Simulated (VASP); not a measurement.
# Si16Ge (a cell with a defect) in VASP: single point with PBEsol

Aim: the single point of Si16Ge (a cell with a defect) with PBEsol.

Everything below comes from runs of VASP 6.6.1. Logs are shortened: lines on timing, memory, paths and dates and some standing lists are left out, and cuts for length are marked.

## (1) The cell of the first run

The cell holds a defect, 17 atoms: a = 7.679 Å, b = 7.679 Å, c = 7.679 Å, α = 60.00°, β = 60.00°, γ = 60.00°.

## (2) Single point, PBEsol

File INCAR:

```
PREC = Accurate
ENCUT = 520
EDIFF = 1E-6
ISMEAR = -1
SIGMA = 0.02
LREAL = Auto
LASPH = T
NELM = 80
ALGO = Normal
ISIF = 2
LWAVE = F
LCHARG = F
GGA = PS
NBANDS = 53
```

File KPOINTS:

```
regular mesh
0
Gamma
  2 2 2
```

File POSCAR:

```
Si16Ge
1.0
    0.0000000000      5.4300000000      5.4300000000
    5.4300000000      0.0000000000      5.4300000000
    5.4300000000      5.4300000000      0.0000000000
Si Ge
16 1
Direct
    0.0002553646      0.0001066114     -0.0003250367
    0.1246908853      0.1244271085      0.1236471286
    0.0048729371      0.0045582729      0.4950677172
    0.1245962770      0.1243573151      0.6269583462
    0.0050749972      0.4957706554      0.0036259517
    0.1248031831      0.6273687444      0.1236499912
    0.0050076363      0.4957090546      0.4950187877
    0.1371107489      0.6212213391      0.6205630087
    0.4960564639      0.0047405331      0.0035961352
    0.6275143429      0.1246006812      0.1236528702
    0.4959251710      0.0047508286      0.4950048817
    0.6215364107      0.1367241738      0.6205071097
    0.4962388920      0.4960378835      0.0035047936
    0.6220440991      0.6216797817      0.1352286818
    0.5008211683      0.5004290607      0.4988982140
    0.6218552832      0.6216701581      0.6203135648
    0.7508454394      0.7504400980      0.7488651542
```

Potentials or basis: VASP PAW PBE potentials, release 64 (Si, Ge_d).

Started as:

```console
cat potpaw_PBE.64/Si/POTCAR potpaw_PBE.64/Ge_d/POTCAR > POTCAR
mpirun -np 1 vasp_std > vasp.out
```

OUTCAR:

```text
PREC = Accurate
   ENCUT = 520
   EDIFF = 1E-6
   ISMEAR = -1
   LREAL = Auto
   LASPH = T
   NELM = 80
   ISIF = 2
   GGA = PS

 ion  position               nearest neighbor table
   1  0.000  0.000  1.000-   4 2.34   2 2.34   6 2.34  10 2.34
   2  0.125  0.124  0.124-   5 2.33   9 2.33   3 2.33   1 2.34
   3  0.005  0.005  0.495-   4 2.33   2 2.33  12 2.40   8 2.40  17 2.76
   4  0.125  0.124  0.627-  11 2.33   7 2.33   3 2.33   1 2.34
   5  0.005  0.496  0.004-   2 2.33   6 2.33  14 2.40   8 2.40  17 2.76
   6  0.125  0.627  0.124-   5 2.33   7 2.33  13 2.33   1 2.34
   7  0.005  0.496  0.495-   4 2.33   6 2.33  16 2.40   8 2.40  17 2.76
   8  0.137  0.621  0.621-  15 2.28   5 2.40   7 2.40   3 2.40  17 2.42
   9  0.496  0.005  0.004-   2 2.33  10 2.33  14 2.40  12 2.40  17 2.76
  10  0.628  0.125  0.124-  11 2.33   9 2.33  13 2.33   1 2.34
  11  0.496  0.005  0.495-   4 2.33  10 2.33  16 2.40  12 2.40  17 2.76
  12  0.622  0.137  0.621-  15 2.28  11 2.40   9 2.40   3 2.40  17 2.42
  13  0.496  0.496  0.004-   6 2.33  10 2.33  14 2.40  16 2.40  17 2.76
  14  0.622  0.622  0.135-  15 2.28   5 2.40   9 2.40  13 2.40  17 2.42
  15  0.501  0.500  0.499-  14 2.28  16 2.28  12 2.28   8 2.28
  16  0.622  0.622  0.620-  15 2.28  11 2.40   7 2.40  13 2.40  17 2.42
  17  0.751  0.750  0.749-   8 2.42  12 2.42  16 2.42  14 2.42   3 2.76   7 2.76  11 2.76   5 2.76
                            13 2.76   9 2.76

  LATTYP: Found a face centered cubic cell.
 ALAT       =    10.8600000000

  Lattice vectors:

 A1 = (   0.0000000000,   5.4300000000,   5.4300000000)
 A2 = (   5.4300000000,   0.0000000000,   5.4300000000)
 A3 = (   5.4300000000,   5.4300000000,   0.0000000000)

Analysis of symmetry for initial positions (statically):
=====================================================================
 Subroutine PRICEL returns:
 Original cell was already a primitive cell.

 Routine SETGRP: Setting up the symmetry group for a
 face centered cubic supercell.

 Subroutine GETGRP returns: Found  1 space group operations
 (whereof  1 operations were pure point group operations)
 out of a pool of 48 trial point group operations.

The static configuration has the point symmetry C_1 .

Analysis of symmetry for dynamics (positions and initial velocities):
=====================================================================
 Subroutine PRICEL returns:
 Original cell was already a primitive cell.

 Routine SETGRP: Setting up the symmetry group for a
 face centered cubic supercell.

 Subroutine GETGRP returns: Found  1 space group operations
 (whereof  1 operations were pure point group operations)
 out of a pool of 48 trial point group operations.

The dynamic configuration has the point symmetry C_1 .

 Subroutine INISYM returns: Found  1 space group operations
 (whereof  1 operations are pure point group operations),
 and found     1 'primitive' translations

----------------------------------------------------------------------------------------

                                     Primitive cell

  volume of cell :     320.2060

  direct lattice vectors                    reciprocal lattice vectors
     0.000000000  5.430000000  5.430000000    -0.092081031  0.092081031  0.092081031
     5.430000000  0.000000000  5.430000000     0.092081031 -0.092081031  0.092081031
     5.430000000  5.430000000  0.000000000     0.092081031  0.092081031 -0.092081031

  length of vectors
     7.679179644  7.679179644  7.679179644     0.159489025  0.159489025  0.159489025

  position of ions in fractional coordinates (direct lattice)
     0.000255365  0.000106611  0.999674963
     0.124690885  0.124427109  0.123647129
     0.004872937  0.004558273  0.495067717
     0.124596277  0.124357315  0.626958346
     0.005074997  0.495770655  0.003625952
     0.124803183  0.627368744  0.123649991
[... 9 lines left out ...]
     0.621855283  0.621670158  0.620313565
     0.750845439  0.750440098  0.748865154

  ion indices of the primitive-cell ions
   primitive index   ion index
                 1           1
                 2           2
                 3           3
                 4           4
                 5           5
                 6           6
[... 9 lines left out ...]
                16          16
                17          17

----------------------------------------------------------------------------------------

 KPOINTS: regular mesh

Automatic generation of k-mesh.
 Grid dimensions read from file:
 generate k-points for:    2    2    2

 Generating k-lattice:

  Cartesian coordinates                     Fractional coordinates (reciprocal lattice)
    -0.046040516  0.046040516  0.046040516     0.500000000  0.000000000  0.000000000
     0.046040516 -0.046040516  0.046040516     0.000000000  0.500000000  0.000000000
     0.046040516  0.046040516 -0.046040516     0.000000000  0.000000000  0.500000000

  Length of vectors
     0.079744512  0.079744512  0.079744512

  Shift w.r.t. Gamma in fractional coordinates (k-lattice)
     0.000000000  0.000000000  0.000000000

 Subroutine IBZKPT returns following result:
 ===========================================

 Found      8 irreducible k-points:

 Following reciprocal coordinates:
            Coordinates               Weight
  0.000000  0.000000  0.000000      1.000000
  0.500000  0.000000  0.000000      1.000000
  0.000000  0.500000  0.000000      1.000000
  0.000000  0.000000  0.500000      1.000000
  0.500000  0.500000  0.500000      1.000000
  0.500000  0.500000  0.000000      1.000000
  0.000000  0.500000  0.500000      1.000000
  0.500000  0.000000  0.500000      1.000000
   k-points           NKPTS =      8   k-points in BZ     NKDIM =      8   number of bands    NBANDS=     53
   number of dos      NEDOS =    301   number of ions     NIONS =     17
   total plane-waves  NPLWV = 216000
   dimension x,y,z NGX =    60 NGY =   60 NGZ =   60
   dimension x,y,z NGXF=   120 NGYF=  120 NGZF=  120
   ions per type =              16   1
   NGX,Y,Z   is equivalent  to a cutoff of  12.99, 12.99, 12.99 a.u.
   NGXF,Y,Z  is equivalent  to a cutoff of  25.98, 25.98, 25.98 a.u.
 SYSTEM =  unknown system
   PREC   = accura    normal or accurate (medium, high low for compatibility)
   ISTART =      0    job   : 0-new  1-cont  2-samecut
   ICHARG =      2    charge: 1-file 2-atom 10-const
   ISPIN  =      1    spin polarized calculation?
   LNONCOLLINEAR =      F non collinear calculations
   LSORBIT =      F    spin-orbit coupling
   LASPH  =      T    aspherical Exc in radial PAW
   ENCUT  =  520.0 eV  38.22 Ry    6.18 a.u.  14.28 14.28 14.28*2*pi/ulx,y,z
   NELM   =     80;   NELMIN=  2; NELMDL= -5     # of ELM steps
   EDIFF  = 0.1E-05   stopping-criterion for ELM
   LREAL  =      T    real-space projection
   EDIFFG = 0.1E-04   stopping-criterion for IOM
   NSW    =      0    number of steps for IOM
   IBRION =     -1    ionic relax: 0-MD 1-quasi-New 2-CG
   NFREE  =      0    steps in history (QN), initial steepest desc. (CG)
   ISIF   =      2    stress and relaxation
   ISYM   =      2    0-nonsym 1-usesym 2-fastsym
   POTIM  = 0.5000    time-step for ionic-motion
   TEBEG  =    0.0;   TEEND  =   0.0 temperature during run
   PSTRESS=    0.0 pullay stress
   NELECT =      78.0000    total number of electrons
   NUPDOWN=      -1.0000    fix difference up-down
   EMIN   =  10.00;   EMAX   =-10.00  energy-range for DOS
   EFERMI =   0.00;   METHOD = LEGACY
   ISMEAR =    -1;   SIGMA  =   0.02  broadening in eV -4-tet -1-fermi 0-gaus
   EFERMI_NEDOS =   21; number of points for ismear=-14 and -15
   IALGO  =     38    algorithm
   IMIX   =      4    mixing-type and parameters
     AMIX     =   0.40;   BMIX     =  1.00
     AMIX_MAG =   1.60;   BMIX_MAG =  1.00
  volume/ion in A,a.u.               =      18.84       127.11
  Fermi-wavevector in a.u.,A,eV,Ry     =   1.022421  1.932096 14.222785  1.045345
  Thomas-Fermi vector in A             =   2.156100
   LORBIT       =      0    0 simple, 1 ext, 2 COOP (PROOUT), +10 PAW based schemes
   GGA     = PS    functional components
   LHFCALC =     F    Hartree Fock is set to
   AEXX    =    0.0000 exact exchange contribution
   IVDW    =     0    specifies the selected vdW correction
   LEPSILON=     F    determine dielectric tensor
   LRPA    =     F    only Hartree local field effects (RPA)
 non-spin polarized calculation
  energy-cutoff  :      520.00
  volume of cell :      320.21
 maximum number of plane-waves:      8646
 NGX is ok and might be reduce to    60
   NGX = 29   NGY = 29   NGZ = 29

 number of electron      77.9999998 magnetization

 Free energy of the ion-electron system (eV)
  ---------------------------------------------------
  ext. energy  EPLUGINS =         0.00000000
  ---------------------------------------------------
  free energy    TOTEN  =       -92.78743337 eV

  energy without entropy =      -92.77884900  energy(sigma->0) =      -92.78314118

 E-fermi :   6.7942     XC(G=0):  -9.8841

 val. band max:        6.5586012480   @ k =   0.0000   0.0000   0.0000
 cond. band min:       6.7952205082   @ k =   0.0000   0.0000   0.0000
 fundamental gap:      0.2366192602
 Fermi energy:         6.7942174563

 k-point     1 :       0.0000    0.0000    0.0000
  band No.  band energies     occupation
      1     -18.2729      2.00000
      2     -18.2729      2.00000
      3     -18.2728      2.00000
      4     -18.2590      2.00000
      5     -18.2588      2.00000
      6      -6.6141      2.00000
[... 43 lines left out ...]
     50       8.0076      0.00000
     51       8.9842      0.00000

 k-point     2 :       0.5000    0.0000    0.0000
  band No.  band energies     occupation
      1     -18.2729      2.00000
      2     -18.2729      2.00000
      3     -18.2728      2.00000
      4     -18.2590      2.00000
      5     -18.2588      2.00000
      6      -6.2889      2.00000
[... 316 lines left out ...]
 k-point     8 :       0.5000    0.0000    0.5000
  band No.  band energies     occupation
      1     -18.2729      2.00000
      2     -18.2729      2.00000
      3     -18.2728      2.00000
      4     -18.2590      2.00000
      5     -18.2588      2.00000
      6      -6.1855      2.00000
[... 43 lines left out ...]
     50      10.2118      0.00000
     51      10.2131      0.00000
 [bands above 51 left out]

------------------------ aborting loop because EDIFF is reached ----------------------------------------

  FORCE on cell =-STRESS in cart. coord.  units (eV):
  Direction    XX          YY          ZZ          XY          YZ          ZX
  --------------------------------------------------------------------------------------
  -------------------------------------------------------------------------------------
  Total        9.4547926      9.4664350      9.4247071      0.0004643      0.0003247      0.0002324
  in kB       47.3078384     47.3660920     47.1573029      0.0023230      0.0016245      0.0011631
  external PRESSURE =      47.2770777 kB  Pullay stress =       0.0000000 kB

 VOLUME and BASIS-vectors are now :
 -----------------------------------------------------------------------------
  energy-cutoff  :      520.00
  volume of cell :      320.21
      direct lattice vectors                 reciprocal lattice vectors
     0.000000000  5.430000000  5.430000000    -0.092081031  0.092081031  0.092081031
     5.430000000  0.000000000  5.430000000     0.092081031 -0.092081031  0.092081031
     5.430000000  5.430000000  0.000000000     0.092081031  0.092081031 -0.092081031

 POSITION                                       TOTAL-FORCE (eV/Angst)
 -----------------------------------------------------------------------------------
      5.42881      5.42962      0.00197         0.000298      0.000202     -0.000419
      1.34704      1.34848      1.35271         0.000461      0.000582     -0.000053
      2.71297      2.71468      0.05121        -0.000603     -0.000957      0.000546
      4.07964      4.08094      1.35182        -0.001413     -0.001986      0.001083
      2.71172      0.04725      2.71959         0.000536     -0.000052      0.000305
      4.07803      1.34910      4.08429         0.000130      0.000341      0.000608
[... 9 lines left out ...]
      6.74397      6.74498      6.75234         0.001784      0.002185     -0.000744
      8.14123      8.14343      8.15198         0.001341      0.000637     -0.002325
 -----------------------------------------------------------------------------------
    total drift:                               -0.001621     -0.001771      0.004586

  FREE ENERGIE OF THE ION-ELECTRON SYSTEM (eV)
  ---------------------------------------------------
  free  energy   TOTEN  =       -92.7874333685 eV

  energy  without entropy=      -92.7788490006  energy(sigma->0) =      -92.78314118
```

Run time: 2.6 min. Hardware: 1 thread of Intel Xeon 6975P-C (Granite Rapids), shared host; peak memory 0.49 GiB.

What came out:

- Free energy: -92.7874 eV
- Pressure: 4.7 GPa
- Largest force: 0.004 eV/Å
- Band gap on the k mesh: zero (band 39 reaches 6.87 eV, above the bottom of band 40 at 6.56 eV)

Forces in eV/Å, atoms in the order of the input:
```
Si   0.000  0.000  0.000
Si   0.000  0.001  0.000
Si  -0.001 -0.001  0.001
Si  -0.001 -0.002  0.001
Si   0.001  0.000  0.000
Si   0.000  0.000  0.001
Si   0.000 -0.001  0.001
Si   0.002 -0.002  0.000
Si   0.000  0.000  0.001
Si  -0.001  0.000  0.001
Si  -0.001  0.000  0.001
Si  -0.003  0.003  0.000
Si  -0.001  0.000  0.002
Si  -0.001 -0.002 -0.002
Si   0.002  0.001 -0.003
Si   0.002  0.002 -0.001
Ge   0.001  0.001 -0.002
```

Levels at points of the mesh, in eV from the Fermi level:
```csv
k point,band 35,band 36,band 37,band 38,band 39,band 40,band 41,band 42,band 43,band 44
"(0.00, 0.00, 0.00)",-1.67,-0.72,-0.72,-0.72,-0.24,-0.24,-0.24,0.00,0.00,0.45
"(0.50, 0.00, 0.00)",-1.44,-1.44,-1.38,-1.38,-0.31,0.53,0.53,0.87,0.87,1.26
"(0.00, 0.50, 0.00)",-1.44,-1.44,-1.38,-1.38,-0.31,0.53,0.53,0.87,0.87,1.26
"(0.00, 0.00, 0.50)",-1.44,-1.44,-1.38,-1.38,-0.31,0.52,0.53,0.87,0.87,1.26
"(0.50, 0.50, 0.50)",-1.44,-1.44,-1.38,-1.38,-0.31,0.52,0.53,0.87,0.87,1.26
"(0.50, 0.50, 0.00)",-1.99,-1.99,-1.82,-1.26,0.07,0.81,1.06,1.07,1.07,1.94
"(0.00, 0.50, 0.50)",-2.00,-1.99,-1.82,-1.26,0.07,0.81,1.06,1.07,1.07,1.94
"(0.50, 0.00, 0.50)",-2.00,-1.99,-1.82,-1.26,0.07,0.81,1.06,1.07,1.07,1.94
```

Caveat: the k points lie up to 0.50 Å⁻¹ apart; the PAW data sets were made with another functional, which shifts forces and pressure a little.
